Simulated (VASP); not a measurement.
# W8C9F3 in VASP: further runs

W8C9F3 is run at these levels: PBE; tasks: single point.

Everything below comes from runs of VASP 6.6.1. Logs are shortened: lines on timing, memory, paths and dates and some standing lists are left out, and cuts for length are marked.

### 1 The cell of the first run

The cell holds a slab with vacuum, 20 atoms: a = 5.799 Å, b = 5.655 Å, c = 17.185 Å, α = 90.00°, β = 90.00°, γ = 90.00°.

### 2 Single point, PBE

File INCAR:

```
PREC     = Accurate       # precision mode
ENCUT    = 520            # plane-wave cutoff, eV
EDIFF    = 1E-6           # SCF threshold, eV
ISMEAR   = 0              # smearing method
SIGMA    = 0.15           # smearing width, eV
LREAL    = Auto         
LASPH    = True           # aspherical terms in the spheres
NELM     = 60             # most SCF steps
ALGO     = Normal         # electronic algorithm
ISIF     = 2              # what is computed and relaxed
LWAVE    = False          # write WAVECAR
LCHARG   = False          # write CHGCAR
GGA      = PE             # functional
NBANDS   = 100            # bands
```

File KPOINTS:

```
Automatic mesh
0
Gamma
  3 3 1
```

File POSCAR:

```
W8C9F3
1.0
    5.7988000000      0.0000000000      0.0000000000
    0.0000000000      5.6546000000      0.0000000000
    0.0000000000      0.0000000000     17.1849230000
W C F
8 9 3
Direct
    0.0000000000      0.0000000000      0.0581904848
    0.2540194523     -0.0059583348      0.2052494503
    0.0000000000      0.5000000000      0.0581904848
    0.2540348003      0.5060189934      0.2052545711
    0.5000000000      0.0000000000      0.0581904848
    0.7401536525     -0.0025177731      0.1984606507
    0.5000000000      0.5000000000      0.0581904848
    0.7401367524      0.5025991228      0.1984663533
    0.4968171001      0.2500224596      0.1529196843
    0.1959245016      0.2500146783      0.2926939504
    0.4860184866      0.7500291798      0.1445909883
    0.3154062910      0.7500979733      0.3004029171
    1.0033458647      0.2500259965      0.1495130354
    0.9771271642      0.2501183108      0.2482692532
    0.9920502518      0.7500162699      0.1549715992
    0.5338159619      0.7498006932      0.2777677852
    1.0909217424      0.2499770099      0.3758111107
    0.9534310547      0.4416750964      0.3913908139
    0.9495864662      0.0607259576      0.3909809197
    1.2623953232      0.2473994624      0.4272435786
```

Potentials or basis: VASP PAW PBE potentials, release 64 (W_sv, C, F).

On the command line:

```console
cat potpaw_PBE.64/W_sv/POTCAR potpaw_PBE.64/C/POTCAR potpaw_PBE.64/F/POTCAR > POTCAR
mpirun -np 1 vasp_std > vasp.out
```

OUTCAR:

```text
PREC = Accurate
   ENCUT = 520
   EDIFF = 1E-6
   ISMEAR = 0
   LREAL = Auto
   LASPH = True
   NELM = 60
   ISIF = 2
   GGA = PE

 ion  position               nearest neighbor table
   1  0.000  0.000  0.058-  13 2.11  15 2.18   3 2.83   3 2.83   6 2.84   5 2.90   5 2.90   2 2.93

   2  0.254  0.994  0.205-  10 2.11  12 2.17  11 2.19   9 2.21  15 2.23  13 2.26  14 2.29  16 2.47
                             4 2.76   6 2.82   4 2.90   5 2.90   1 2.93   6 2.98
   3  0.000  0.500  0.058-  13 2.11  15 2.18   1 2.83   1 2.83   8 2.84   7 2.90   7 2.90   4 2.93

   4  0.254  0.506  0.205-  10 2.11  12 2.17  11 2.19   9 2.21  15 2.23  13 2.26  14 2.28  16 2.47
                             2 2.76   8 2.82   2 2.90   7 2.90   3 2.93   8 2.98
   5  0.500  0.000  0.058-  11 2.05   9 2.16   6 2.78   7 2.83   7 2.83   1 2.90   1 2.90   2 2.90

   6  0.740  0.997  0.198-   9 2.15  15 2.16  14 2.16  11 2.23  13 2.25  16 2.29   5 2.78   8 2.80
                             2 2.82   1 2.84   8 2.86   2 2.98
   7  0.500  0.500  0.058-  11 2.05   9 2.16   8 2.78   5 2.83   5 2.83   3 2.90   3 2.90   4 2.90

   8  0.740  0.503  0.198-   9 2.15  15 2.16  14 2.16  11 2.23  13 2.25  16 2.29   7 2.78   6 2.80
                             4 2.82   3 2.84   6 2.86   4 2.98
   9  0.497  0.250  0.153-   6 2.15   8 2.15   7 2.16   5 2.16   2 2.21   4 2.21
  10  0.196  0.250  0.293-  14 1.48  17 1.55   2 2.11   4 2.11
  11  0.486  0.750  0.145-   5 2.05   7 2.05   4 2.19   2 2.19   8 2.23   6 2.23
  12  0.315  0.750  0.300-  16 1.32   2 2.17   4 2.17
  13  0.003  0.250  0.150-  14 1.70   3 2.11   1 2.11   6 2.25   8 2.25   2 2.26   4 2.26
  14  0.977  0.250  0.248-  10 1.48  13 1.70   8 2.16   6 2.16   4 2.28   2 2.29
  15  0.992  0.750  0.155-   8 2.16   6 2.16   1 2.18   3 2.18   4 2.23   2 2.23
  16  0.534  0.750  0.278-  12 1.32   8 2.29   6 2.29   4 2.47   2 2.47
  17  0.091  0.250  0.376-  20 1.33  18 1.37  19 1.37  10 1.55
  18  0.953  0.442  0.391-  17 1.37
  19  0.950  0.061  0.391-  17 1.37
  20  0.262  0.247  0.427-  17 1.33

  LATTYP: Found a simple orthorhombic cell.
 ALAT       =     5.6546000000
 B/A-ratio  =     1.0255013617
 C/A-ratio  =     3.0391049765

  Lattice vectors:

 A1 = (   0.0000000000,  -5.6546000000,   0.0000000000)
 A2 = (   5.7988000000,   0.0000000000,   0.0000000000)
 A3 = (   0.0000000000,   0.0000000000,  17.1849230000)

Analysis of symmetry for initial positions (statically):
=====================================================================
 Subroutine PRICEL returns:
 Original cell was already a primitive cell.

 Routine SETGRP: Setting up the symmetry group for a
 simple orthorhombic supercell.

 Subroutine GETGRP returns: Found  1 space group operations
 (whereof  1 operations were pure point group operations)
 out of a pool of  8 trial point group operations.

The static configuration has the point symmetry C_1 .

Analysis of symmetry for dynamics (positions and initial velocities):
[... 141 lines left out ...]
   EFERMI =   0.00;   METHOD = LEGACY
   ISMEAR =     0;   SIGMA  =   0.15  broadening in eV -4-tet -1-fermi 0-gaus
   EFERMI_NEDOS =   21; number of points for ismear=-14 and -15
   IALGO  =     38    algorithm
   IMIX   =      4    mixing-type and parameters
     AMIX     =   0.40;   BMIX     =  1.00
     AMIX_MAG =   1.60;   BMIX_MAG =  1.00
  volume/ion in A,a.u.               =      28.17       190.13
  Fermi-wavevector in a.u.,A,eV,Ry     =   1.095825  2.070809 16.338316  1.200832
  Thomas-Fermi vector in A             =   2.232156
   LORBIT       =      0    0 simple, 1 ext, 2 COOP (PROOUT), +10 PAW based schemes
   GGA     = PE    functional components
   LHFCALC =     F    Hartree Fock is set to
   AEXX    =    0.0000 exact exchange contribution
   IVDW    =     0    specifies the selected vdW correction
   LEPSILON=     F    determine dielectric tensor
   LRPA    =     F    only Hartree local field effects (RPA)
 non-spin polarized calculation
 Gauss-broadening in eV      SIGMA  =   0.15
  energy-cutoff  :      520.00
  volume of cell :      563.49
 maximum number of plane-waves:     15202
 NGX is ok and might be reduce to    48
   NGX = 21   NGY = 21   NGZ = 63

 number of electron     168.9999987 magnetization

 Free energy of the ion-electron system (eV)
  ---------------------------------------------------
  ext. energy  EPLUGINS =         0.00000000
  ---------------------------------------------------
  free energy    TOTEN  =      -181.14908875 eV

  energy without entropy =     -181.05289337  energy(sigma->0) =     -181.10099106

 E-fermi :   0.2184     XC(G=0):  -6.0377

 val. band max:        0.1633057363   @ k =   0.0000   0.3333   0.0000
 cond. band min:       0.2198523369   @ k =   0.3333   0.3333   0.0000
 fundamental gap:      0.0565466006
 Fermi energy:         0.2183566523

 k-point     1 :       0.0000    0.0000    0.0000
  band No.  band energies     occupation
      1     -74.4252      2.00000
      2     -74.3808      2.00000
      3     -74.3593      2.00000
      4     -74.3171      2.00000
      5     -74.2989      2.00000
      6     -74.2591      2.00000
[... 484 lines left out ...]
     95       1.6371      0.00000
     96       1.7435      0.00000
 [bands above 96 left out]

------------------------ aborting loop because EDIFF is reached ----------------------------------------

  FORCE on cell =-STRESS in cart. coord.  units (eV):
  Direction    XX          YY          ZZ          XY          YZ          ZX
  --------------------------------------------------------------------------------------
  -------------------------------------------------------------------------------------
  Total      -14.1933999      0.7209159      1.8207554      0.0038312     -0.0361383      2.1562922
  in kB      -40.3561206      2.0497816      5.1769573      0.0108932     -0.1027522      6.1309896
  external PRESSURE =     -11.0431272 kB  Pullay stress =       0.0000000 kB

 VOLUME and BASIS-vectors are now :
 -----------------------------------------------------------------------------
  energy-cutoff  :      520.00
  volume of cell :      563.49
      direct lattice vectors                 reciprocal lattice vectors
     5.798800000  0.000000000  0.000000000     0.172449472  0.000000000  0.000000000
     0.000000000  5.654600000  0.000000000     0.000000000  0.176847169  0.000000000
     0.000000000  0.000000000 17.184923000     0.000000000  0.000000000  0.058190543

 POSITION                                       TOTAL-FORCE (eV/Angst)
 -----------------------------------------------------------------------------------
      0.00000      0.00000      1.00000        -0.032170     -0.230466      0.638091
      1.47301      5.62091      3.52720         0.275126     -0.039126     -0.048784
      0.00000      2.82730      1.00000        -0.030349      0.231713      0.637134
      1.47310      2.86134      3.52728         0.274996      0.038878     -0.049160
      2.89940      0.00000      1.00000         0.027708      0.411365     -0.572946
      4.29200      5.64036      3.41053        -0.021818     -0.044016     -0.139241
[... 12 lines left out ...]
      5.50646      0.34338      6.71898         0.254315     -0.243499     -0.232399
      1.52158      1.39895      7.34215         0.624920     -0.005962      1.062105
 -----------------------------------------------------------------------------------
    total drift:                                0.002402      0.000845      0.002820

  FREE ENERGIE OF THE ION-ELECTRON SYSTEM (eV)
  ---------------------------------------------------
  free  energy   TOTEN  =      -181.1490887510 eV

  energy  without entropy=     -181.0528933660  energy(sigma->0) =     -181.10099106
```

OSZICAR:

```text
N       E                     dE             d eps       ncg     rms          rms(c)
DAV:   1     0.195614291617E+04    0.19561E+04   -0.97613E+04  1176   0.158E+03
DAV:   2    -0.570151513450E+02   -0.20132E+04   -0.19722E+04  1148   0.465E+02
DAV:   3    -0.200720247469E+03   -0.14371E+03   -0.14094E+03  1216   0.122E+02
[... 22 lines left out ...]
DAV:  26    -0.181149074508E+03   -0.11873E-04   -0.52858E-07   664   0.205E-03    0.753E-04
DAV:  27    -0.181149082618E+03   -0.81101E-05   -0.27794E-07   640   0.131E-03    0.375E-04
DAV:  28    -0.181149086743E+03   -0.41254E-05   -0.16376E-07   624   0.955E-04    0.309E-04
DAV:  29    -0.181149088088E+03   -0.13449E-05   -0.47846E-08   560   0.593E-04    0.239E-04
DAV:  30    -0.181149088751E+03   -0.66272E-06   -0.46286E-08   568   0.519E-04
   1 F= -.18114909E+03 E0= -.18110099E+03  d E =-.961954E-01
```

It took 10 min on 1 thread of Intel Xeon Platinum 8259CL at 2.50GHz (Skylake/Cascade Lake), shared host; peak memory 0.64 GiB.

Results:

```yaml
Free_energy: -181.1491 eV
Largest_force: 2.432 eV/Å
Band_gap_on_the_k_mesh: zero (an odd number of electrons rules out a gap without spin polarisation)
```

Forces in eV/Å, atoms in the order of the input:
```
W   -0.032 -0.230  0.638
W    0.275 -0.039 -0.049
W   -0.030  0.232  0.637
W    0.275  0.039 -0.049
W    0.028  0.411 -0.573
W   -0.022 -0.044 -0.139
W    0.027 -0.407 -0.573
W   -0.022  0.045 -0.139
C    0.051  0.000  0.019
C   -2.150  0.000  1.136
C    0.106  0.000 -0.038
C   -0.432  0.002 -0.088
C    0.042 -0.001  0.039
C   -0.064  0.001 -0.817
C    0.076  0.000 -0.056
C   -0.123 -0.003 -0.291
C    0.868 -0.003 -0.266
F    0.250  0.246 -0.220
F    0.254 -0.243 -0.232
F    0.625 -0.006  1.062
```

Caveat: the k points lie up to 0.37 Å⁻¹ apart, too coarse for converged energies and pressures of a metal; there is no dipole correction, which matters where the two faces differ; spin-orbit coupling is left out, which moves the levels of the heavy elements; an odd number of electrons without spin polarisation forces a metal; a magnetic or distorted state may lie lower.

### 3 Single point, PBE

File INCAR:

```
SYSTEM = W8C9F3
ALGO     = Normal         ! electronic algorithm
EDIFF    = 1E-7           ! SCF threshold, eV
ENCUT    = 520            ! plane-wave cutoff, eV
GGA      = PE             ! functional
ISIF     = 2              ! what is computed and relaxed
ISMEAR   = 0              ! smearing method
LASPH    = .TRUE.         ! aspherical terms in the spheres
LCHARG   = .FALSE.        ! write CHGCAR
LREAL    = Auto         
LWAVE    = .FALSE.        ! write WAVECAR
NBANDS   = 100            ! bands
NELM     = 100            ! most SCF steps
PREC     = Accurate       ! precision mode
SIGMA    = 0.15           ! smearing width, eV
```

File KPOINTS:

```
k-points
0
G
  3 3 1
  0 0 0
```

File POSCAR:

```
W8C9F3
1.0
    5.7988000000      0.0000000000      0.0000000000
    0.0000000000      5.6546000000      0.0000000000
    0.0000000000      0.0000000000     17.1849230000
W C F
8 9 3
Direct
    0.0000000000      0.0000000000      0.0581904848
    0.2514540940     -0.0031862554      0.2039651851
    0.0000000000      0.5000000000      0.0581904848
    0.2513023384      0.5030428324      0.2040107483
    0.5000000000      0.0000000000      0.0581904848
    0.7428499000     -0.0017898702      0.1994876555
    0.5000000000      0.5000000000      0.0581904848
    0.7427597089      0.5017988894      0.1995825643
    0.5004771677      0.2500672019      0.1539184668
    0.1847980617      0.2498574612      0.2963982440
    0.4862614679      0.7500005305      0.1442049522
    0.2999751673      0.7501726028      0.2965805549
    1.0059400221      0.2498503873      0.1471187855
    0.9628976685      0.2500944364      0.2622096125
    0.9924015314      0.7499455311      0.1540890815
    0.5211119542      0.7480246171      0.2748650663
    1.2341570670      0.2488651717      0.3822108484
    1.1470528385      0.4415516571      0.4187481666
    1.1419488515      0.0581848407      0.4184860182
    1.4653048907      0.2456838680      0.3953877477
```

Potentials or basis: VASP PAW PBE potentials, release 64 (W_sv, C, F).

On the command line:

```console
cat potpaw_PBE.64/W_sv/POTCAR potpaw_PBE.64/C/POTCAR potpaw_PBE.64/F/POTCAR > POTCAR
mpirun -np 1 vasp_std > vasp.out
```

Wall time 12 min (1 thread of Intel Xeon Platinum 8259CL at 2.50GHz (Skylake/Cascade Lake), shared host); peak memory 0.64 GiB.

Results (log left out):

```
Free energy            : -181.7714 eV
Largest force          : 0.753 eV/Å
Band gap on the k mesh : zero (an odd number of electrons rules out a gap without spin polarisation)
```

Forces on the atoms (eV/Å):
```
W   -0.077 -0.335  0.504
W    0.006  0.005 -0.013
W   -0.071  0.321  0.511
W    0.005 -0.009 -0.012
W    0.081  0.440 -0.605
W   -0.006 -0.014  0.037
W    0.075 -0.433 -0.604
W   -0.006  0.014  0.036
C   -0.015 -0.001 -0.014
C    0.016  0.001  0.070
C    0.003  0.001  0.006
C   -0.084  0.001  0.070
C   -0.001  0.003 -0.001
C   -0.033  0.000 -0.002
C    0.004 -0.001 -0.018
C    0.084  0.005  0.014
C   -0.054 -0.001 -0.401
F   -0.150  0.305  0.175
F   -0.155 -0.299  0.171
F    0.376 -0.004  0.077
```

Levels at points of the mesh, in eV from the Fermi level:
```tsv
k point	band 80	band 81	band 82	band 83	band 84	band 85	band 86	band 87	band 88	band 89
(0.00, 0.00, 0.00)	-0.75	-0.65	-0.53	-0.31	0.17	0.35	0.40	0.66	0.87	1.33
```

Caveat: the k points lie up to 0.37 Å⁻¹ apart, too coarse for converged energies and pressures of a metal; there is no dipole correction, which matters where the two faces differ; spin-orbit coupling is left out, which moves the levels of the heavy elements; an odd number of electrons without spin polarisation forces a metal; a magnetic or distorted state may lie lower.

The gap in the log of VASP goes by the Fermi energy; the results here count the filled bands.